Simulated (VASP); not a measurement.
# TiO2 in VASP: further runs, part 2 of 2

VASP 6.6.1. Earlier steps stand in the parts before.

## (4) Electric field gradients, PBE (equal xx and yy strain of -2 %)

INCAR reads:

```
SYSTEM = TiO2
  ALGO = Normal
  EDIFF = 1E-8
  ENCUT = 520
  GGA = PE
  ISIF = 2
  ISMEAR = -1
  LASPH = .TRUE.
  LCHARG = .FALSE.
  LEFG = .TRUE.
  LREAL = .FALSE.
  LWAVE = .FALSE.
  NBANDS = 33
  NELM = 60
  PREC = Accurate
  SIGMA = 0.05
```

KPOINTS reads:

```
k-points
0
G
  7 7 10
  0 0 0
```

POSCAR reads:

```
TiO2
1.0
    4.5021200000      0.0000000000      0.0000000000
    0.0000000000      4.5021200000      0.0000000000
    0.0000000000      0.0000000000      2.9590000000
Ti O
2 4
Direct
    0.0000000000      0.0000000000      0.0000000000
    0.5000000000      0.5000000000      0.5000000000
    0.3060000000      0.3060000000      0.0000000000
    0.1940000000      0.8060000000      0.5000000000
    0.6940000000      0.6940000000      0.0000000000
    0.8060000000      0.1940000000      0.5000000000
```

Potentials or basis: VASP PAW PBE potentials, release 64 (Ti_sv, O).

On the command line:

```console
cat potpaw_PBE.64/Ti_sv/POTCAR potpaw_PBE.64/O/POTCAR > POTCAR
mpirun -np 1 vasp_std > vasp.out
```

OUTCAR:

```text
SYSTEM = TiO2
   EDIFF = 1E-8
   ENCUT = 520
   GGA = PE
   ISIF = 2
   ISMEAR = -1
   LASPH = .TRUE.
   LREAL = .FALSE.
   NELM = 60
   PREC = Accurate

 ion  position               nearest neighbor table
   1  0.000  0.000  0.000-   4 1.93   6 1.93   4 1.93   6 1.93   5 1.95   3 1.95
   2  0.500  0.500  0.500-   3 1.93   5 1.93   3 1.93   5 1.93   4 1.95   6 1.95
   3  0.306  0.306  0.000-   2 1.93   2 1.93   1 1.95
   4  0.194  0.806  0.500-   1 1.93   1 1.93   2 1.95
   5  0.694  0.694  0.000-   2 1.93   2 1.93   1 1.95
   6  0.806  0.194  0.500-   1 1.93   1 1.93   2 1.95

  LATTYP: Found a simple tetragonal cell.
 ALAT       =     4.5021200000
 C/A-ratio  =     0.6572459197

  Lattice vectors:

 A1 = (   4.5021200000,   0.0000000000,   0.0000000000)
 A2 = (   0.0000000000,   4.5021200000,   0.0000000000)
 A3 = (   0.0000000000,   0.0000000000,   2.9590000000)

Analysis of symmetry for initial positions (statically):
=====================================================================
 Subroutine PRICEL returns:
 Original cell was already a primitive cell.
[... 1080 lines left out ...]
 -----------------------------------------------------------------------------------
    total drift:                               -0.000000      0.000000      0.000000

  FREE ENERGIE OF THE ION-ELECTRON SYSTEM (eV)
  ---------------------------------------------------
  free  energy   TOTEN  =       -53.4572472692 eV

  energy  without entropy=      -53.4572472691  energy(sigma->0) =      -53.45724727

 Electric field gradients (V/A^2)
---------------------------------------------------------------------
 ion       V_xx      V_yy      V_zz      V_xy      V_xz      V_yz
---------------------------------------------------------------------
   1      11.812    11.812   -23.624    -4.624    -0.000     0.000
   2      11.812    11.812   -23.624     4.624    -0.000     0.000
   3      -0.224    -0.224     0.448    18.741     0.000    -0.000
   4      -0.224    -0.224     0.448   -18.741    -0.000     0.000
   5      -0.224    -0.224     0.448    18.741    -0.000     0.000
   6      -0.224    -0.224     0.448   -18.741     0.000     0.000
---------------------------------------------------------------------

 Electric field gradients after diagonalization (V/A^2)
 (convention: |V_zz| > |V_xx| > |V_yy|)
----------------------------------------------------------------------
 ion       V_xx      V_yy      V_zz     asymmetry (V_yy - V_xx)/ V_zz
----------------------------------------------------------------------
   1      16.437     7.188   -23.624       0.392
   2      16.437     7.188   -23.624       0.392
   3      18.517     0.448   -18.965       0.953
   4      18.517     0.448   -18.965       0.953
   5      18.517     0.448   -18.965       0.953
   6      18.517     0.448   -18.965       0.953
----------------------------------------------------------------------

           NMR quadrupolar parameters

 Cq : quadrupolar parameter    Cq=e*Q*V_zz/h
 eta: asymmetry parameters     (V_yy - V_xx)/ V_zz
 Q  : nuclear electric quadrupole moment in mb (millibarn)
----------------------------------------------------------------------
 ion       Cq(MHz)       eta       Q (mb)
----------------------------------------------------------------------
   1      -0.057       0.392       1.000
   2      -0.057       0.392       1.000
   3      -0.046       0.953       1.000
   4      -0.046       0.953       1.000
   5      -0.046       0.953       1.000
   6      -0.046       0.953       1.000
----------------------------------------------------------------------
```

OSZICAR:

```text
N       E                     dE             d eps       ncg     rms          rms(c)
DAV:   1     0.654321408013E+03    0.65432E+03   -0.24219E+04  3960   0.174E+03
DAV:   2     0.265530023938E+02   -0.62777E+03   -0.58190E+03  4278   0.515E+02
DAV:   3    -0.660158567971E+02   -0.92569E+02   -0.90380E+02  5577   0.189E+02
DAV:   4    -0.705413717689E+02   -0.45255E+01   -0.45158E+01  5657   0.397E+01
[... 10 lines left out ...]
DAV:  15    -0.534572469795E+02   -0.14544E-06   -0.22553E-06  4897   0.158E-02    0.388E-03
DAV:  16    -0.534572473740E+02   -0.39448E-06   -0.60537E-07  4913   0.503E-03    0.159E-03
DAV:  17    -0.534572472870E+02    0.87001E-07   -0.14572E-07  5162   0.384E-03    0.649E-04
DAV:  18    -0.534572472724E+02    0.14616E-07   -0.18098E-08  3017   0.113E-03    0.369E-04
DAV:  19    -0.534572472692E+02    0.31605E-08   -0.45900E-09  2404   0.497E-04
   1 F= -.53457247E+02 E0= -.53457247E+02  d E =-.166404E-09
```

stdout:

```text
POSCAR found type information on POSCAR TiO
 POSCAR found :  2 types and       6 ions
 scaLAPACK will be used
 LDA part: xc-table for (Slater+PW92), standard interpolation
 POSCAR, INCAR and KPOINTS ok, starting setup
 FFT: planning ... GRIDC
 FFT: planning ... GRID_SOFT
 FFT: planning ... GRID
 WAVECAR not read
 entering main loop
ion   1

ion   2

ion   3

ion   4

ion   5

ion   6
```

Run time: 3.8 min. Hardware: 1 thread of Intel Xeon 8259CL, shared host; peak memory 0.23 GiB.

Results:

```yaml
Free_energy: -53.4572 eV
Pressure: 16.2 GPa
Largest_force: 0.433 eV/Å
Band_gap_on_the_k_mesh: 1.97 eV
Largest_electric_field_gradient_by_atom: Ti -23.6; O -19.0 V/Å²
```

Forces in eV/Å, atoms in the order of the input:
```
Ti   0.000  0.000  0.000
Ti   0.000  0.000  0.000
O   -0.306 -0.306  0.000
O    0.306 -0.306  0.000
O    0.306  0.306  0.000
O   -0.306  0.306  0.000
```

Electric field gradients, principal values (V/Å²):
```csv
atom,least,middle,greatest (by size)
1 Ti,7.188,16.437,-23.624
2 Ti,7.188,16.437,-23.624
3 O,0.448,18.517,-18.965
4 O,0.448,18.517,-18.965
5 O,0.448,18.517,-18.965
6 O,0.448,18.517,-18.965
```

Caveat: the cell differs from its parent crystal (equal xx and yy strain of -2 %); the cell stands under pressure; without QUAD_EFG the Cq values of the log hold for a quadrupole moment of 1 mb, not for the nuclei; an odd mesh through Γ misses points on the zone boundary, where band edges can lie.

## (5) Electric field gradients, PBE (equal xx and yy strain of -2 %)

INCAR reads:

```
PREC = Accurate
ENCUT = 520
EDIFF = 1E-8
ISMEAR = -1
SIGMA = 0.05
LREAL = False
LASPH = True
NELM = 80
ALGO = Normal
ISIF = 2
LWAVE = False
LCHARG = False
GGA = PE
LEFG = True
NBANDS = 33
```

KPOINTS reads:

```
Automatic mesh
0
Gamma
  7 7 10
```

POSCAR is that of step 4.

Potentials or basis: VASP PAW PBE potentials, release 64 (Ti_sv, O).

On the command line:

```console
cat potpaw_PBE.64/Ti_sv/POTCAR potpaw_PBE.64/O/POTCAR > POTCAR
mpirun -np 1 vasp_std > vasp.out
```

OUTCAR:

```text
PREC = Accurate
   ENCUT = 520
   EDIFF = 1E-8
   ISMEAR = -1
   LREAL = False
   LASPH = True
   NELM = 80
   ISIF = 2
   GGA = PE

 ion  position               nearest neighbor table
   1  0.000  0.000  0.000-   4 1.93   6 1.93   4 1.93   6 1.93   5 1.95   3 1.95
   2  0.500  0.500  0.500-   3 1.93   5 1.93   3 1.93   5 1.93   4 1.95   6 1.95
   3  0.306  0.306  0.000-   2 1.93   2 1.93   1 1.95
   4  0.194  0.806  0.500-   1 1.93   1 1.93   2 1.95
   5  0.694  0.694  0.000-   2 1.93   2 1.93   1 1.95
   6  0.806  0.194  0.500-   1 1.93   1 1.93   2 1.95

  LATTYP: Found a simple tetragonal cell.
 ALAT       =     4.5021200000
 C/A-ratio  =     0.6572459197

  Lattice vectors:

[... 1104 lines left out ...]
   4      -0.224    -0.224     0.448   -18.741    -0.000     0.000
   5      -0.224    -0.224     0.448    18.741    -0.000     0.000
   6      -0.224    -0.224     0.448   -18.741     0.000     0.000
---------------------------------------------------------------------

 Electric field gradients after diagonalization (V/A^2)
 (convention: |V_zz| > |V_xx| > |V_yy|)
----------------------------------------------------------------------
 ion       V_xx      V_yy      V_zz     asymmetry (V_yy - V_xx)/ V_zz
----------------------------------------------------------------------
   1      16.437     7.188   -23.624       0.392
   2      16.437     7.188   -23.624       0.392
   3      18.517     0.448   -18.965       0.953
   4      18.517     0.448   -18.965       0.953
   5      18.517     0.448   -18.965       0.953
   6      18.517     0.448   -18.965       0.953
----------------------------------------------------------------------

           NMR quadrupolar parameters

 Cq : quadrupolar parameter    Cq=e*Q*V_zz/h
 eta: asymmetry parameters     (V_yy - V_xx)/ V_zz
 Q  : nuclear electric quadrupole moment in mb (millibarn)
----------------------------------------------------------------------
 ion       Cq(MHz)       eta       Q (mb)
----------------------------------------------------------------------
   1      -0.057       0.392       1.000
   2      -0.057       0.392       1.000
   3      -0.046       0.953       1.000
   4      -0.046       0.953       1.000
   5      -0.046       0.953       1.000
   6      -0.046       0.953       1.000
----------------------------------------------------------------------
```

Run time: 3.7 min. Hardware: 1 thread of Intel Xeon 8259CL, shared host; peak memory 0.23 GiB.

Results:

```
Free energy                             : -53.4572 eV
Pressure                                : 16.2 GPa
Largest force                           : 0.433 eV/Å
Band gap on the k mesh                  : 1.97 eV
Largest electric field gradient by atom : Ti -23.6; O -19.0 V/Å²
```

Forces in eV/Å, atoms in the order of the input:
```
Ti   0.000  0.000  0.000
Ti   0.000  0.000  0.000
O   -0.306 -0.306  0.000
O    0.306 -0.306  0.000
O    0.306  0.306  0.000
O   -0.306  0.306  0.000
```

Electric field gradients, principal values (V/Å²):
| atom | least | middle | greatest (by size) |
| --- | --- | --- | --- |
| 1 Ti | 7.188 | 16.437 | -23.624 |
| 2 Ti | 7.188 | 16.437 | -23.624 |
| 3 O | 0.448 | 18.517 | -18.965 |
| 4 O | 0.448 | 18.517 | -18.965 |
| 5 O | 0.448 | 18.517 | -18.965 |
| 6 O | 0.448 | 18.517 | -18.965 |

Caveat: the cell differs from its parent crystal (equal xx and yy strain of -2 %); the cell stands under pressure; without QUAD_EFG the Cq values of the log hold for a quadrupole moment of 1 mb, not for the nuclei; an odd mesh through Γ misses points on the zone boundary, where band edges can lie.

## (6) Electric field gradients, PBE (10.62 Å³/atom)

This run uses another cell than the first one, of 10.62 Å³/atom.

INCAR reads:

```
  ALGO = Normal
  EDIFF = 1E-8
  ENCUT = 520
  GGA = PE
  ISIF = 2
  ISMEAR = -1
  LASPH = T
  LCHARG = F
  LEFG = T
  LREAL = F
  LWAVE = F
  NBANDS = 33
  NELM = 60
  PREC = Accurate
  SIGMA = 0.05
```

KPOINTS reads:

```
k-points
0
Gamma
  7 7 10
```

POSCAR, as its differences from that of step 5:

```diff
@@ -2,5 +2,5 @@
 1.0
-    4.5021200000      0.0000000000      0.0000000000
-    0.0000000000      4.5021200000      0.0000000000
-    0.0000000000      0.0000000000      2.9590000000
+    4.6244247277      0.0000000000      0.0000000000
+    0.0000000000      4.6244247277      0.0000000000
+    0.0000000000      0.0000000000      2.9785965976
 Ti O
```

Potentials or basis: VASP PAW PBE potentials, release 64 (Ti_sv, O).

On the command line:

```console
cat potpaw_PBE.64/Ti_sv/POTCAR potpaw_PBE.64/O/POTCAR > POTCAR
mpirun -np 1 vasp_std > vasp.out
```

OUTCAR:

```text
EDIFF = 1E-8
   ENCUT = 520
   GGA = PE
   ISIF = 2
   ISMEAR = -1
   LASPH = T
   LREAL = F
   NELM = 60
   PREC = Accurate

 ion  position               nearest neighbor table
   1  0.000  0.000  0.000-   4 1.96   6 1.96   4 1.96   6 1.96   5 2.00   3 2.00
   2  0.500  0.500  0.500-   3 1.96   5 1.96   3 1.96   5 1.96   4 2.00   6 2.00
   3  0.306  0.306  0.000-   2 1.96   2 1.96   1 2.00
   4  0.194  0.806  0.500-   1 1.96   1 1.96   2 2.00
   5  0.694  0.694  0.000-   2 1.96   2 1.96   1 2.00
   6  0.806  0.194  0.500-   1 1.96   1 1.96   2 2.00

  LATTYP: Found a simple tetragonal cell.
[... 1107 lines left out ...]
   2      12.465    12.465   -24.929    -6.433    -0.000    -0.000
   3       0.805     0.805    -1.610    22.287     0.000     0.000
   4       0.805     0.805    -1.610   -22.287    -0.000     0.000
   5       0.805     0.805    -1.610    22.287    -0.000    -0.000
   6       0.805     0.805    -1.610   -22.287     0.000     0.000
---------------------------------------------------------------------

 Electric field gradients after diagonalization (V/A^2)
 (convention: |V_zz| > |V_xx| > |V_yy|)
----------------------------------------------------------------------
 ion       V_xx      V_yy      V_zz     asymmetry (V_yy - V_xx)/ V_zz
----------------------------------------------------------------------
   1      18.898     6.031   -24.929       0.516
   2      18.898     6.031   -24.929       0.516
   3     -21.481    -1.610    23.092       0.861
   4     -21.481    -1.610    23.092       0.861
   5     -21.481    -1.610    23.092       0.861
   6     -21.481    -1.610    23.092       0.861
----------------------------------------------------------------------

           NMR quadrupolar parameters

 Cq : quadrupolar parameter    Cq=e*Q*V_zz/h
 eta: asymmetry parameters     (V_yy - V_xx)/ V_zz
 Q  : nuclear electric quadrupole moment in mb (millibarn)
----------------------------------------------------------------------
 ion       Cq(MHz)       eta       Q (mb)
----------------------------------------------------------------------
   1      -0.060       0.516       1.000
   2      -0.060       0.516       1.000
   3       0.056       0.861       1.000
   4       0.056       0.861       1.000
   5       0.056       0.861       1.000
   6       0.056       0.861       1.000
----------------------------------------------------------------------
```

stdout:

```text
POSCAR found type information on POSCAR TiO
 POSCAR found :  2 types and       6 ions
 scaLAPACK will be used
 LDA part: xc-table for (Slater+PW92), standard interpolation
 POSCAR, INCAR and KPOINTS ok, starting setup
 FFT: planning ... GRIDC
 FFT: planning ... GRID_SOFT
 FFT: planning ... GRID
 WAVECAR not read
 entering main loop
ion   1

ion   2

ion   3

ion   4

ion   5

ion   6
```

Wall time 3 min (1 thread of Intel Xeon 8259CL, shared host); peak memory 0.24 GiB.

What came out:

```yaml
Free_energy: -53.6708 eV
Pressure: 1.3 GPa
Largest_force: 0.155 eV/Å
Band_gap_on_the_k_mesh: 1.86 eV
Largest_electric_field_gradient_by_atom: Ti -24.9; O +23.1 V/Å²
```

Forces on the atoms (eV/Å):
```
Ti   0.000  0.000  0.000
Ti   0.000  0.000  0.000
O   -0.110 -0.110  0.000
O    0.110 -0.110  0.000
O    0.110  0.110  0.000
O   -0.110  0.110  0.000
```

Electric field gradients, principal values (V/Å²):
| atom | least | middle | greatest (by size) |
| --- | --- | --- | --- |
| 1 Ti | 6.031 | 18.898 | -24.929 |
| 2 Ti | 6.031 | 18.898 | -24.929 |
| 3 O | -1.610 | -21.481 | 23.092 |
| 4 O | -1.610 | -21.481 | 23.092 |
| 5 O | -1.610 | -21.481 | 23.092 |
| 6 O | -1.610 | -21.481 | 23.092 |

Caveat: without QUAD_EFG the Cq values of the log hold for a quadrupole moment of 1 mb, not for the nuclei; an odd mesh through Γ misses points on the zone boundary, where band edges can lie.

## (7) Summary

| cell | gap on the mesh (eV) | pressure (GPa) | largest force (eV/Å) |
| --- | --- | --- | --- |
| a = 4.594, b = 4.594, c = 2.959 Å, angles 91.1°, 6 atoms | 1.91 | 6.4 | 0.37 |
| a = 4.502, b = 4.502, c = 2.959 Å, 6 atoms | 1.97 | 16.2 | 0.43 |
| a = 4.624, b = 4.624, c = 2.979 Å, 6 atoms | 1.86 | 1.3 | 0.16 |

Alike in all rows: task electric field gradients; level PBE; potentials or basis VASP PAW PBE potentials, release 64 (Ti_sv, O); no spin polarisation; k mesh 7 × 7 × 10; cutoff (eV) 520; smearing fermi-dirac 0.05 eV.

Caveats: an odd mesh through Γ misses points on the zone boundary, where band edges can lie; the cell stands under pressure (at least some runs).

Absolute energies hang on the potentials; compare differences alone.
